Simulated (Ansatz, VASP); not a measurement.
# One calculation of C, two programs

```
C
1.0
     2.45645    0.00000    0.00000
     1.22812    2.12742    0.00000
     0.00000    0.00000   20.50348
C
4
Direct
  0.15746 0.15746 0.41456
  0.49081 0.49081 0.41460
  0.48159 0.48159 0.58540
  0.81494 0.81494 0.58544
```

Alike in both runs: functional PBE; dispersion D3(BJ); k mesh 12 × 12 × 1; occupations gaussian, width 0.05 eV; no spin polarisation.

Ansatz relaxed the structure, and its values are those at the end. VASP's run is a single point on that final structure, the one shown.

```csv
,VASP,Ansatz
version,VASP 6.6.1,Ansatz 0.2.0
potentials or method,"VASP PAW PBE potentials, release 64 (C), cutoff 520 eV","scalar-relativistic, plane waves, PAW"
valence electrons in the cell,16,16
```

```csv
,VASP,Ansatz,Ansatz less VASP
rms of the force components (eV/Å),0.009,0.009,+0.0001
```
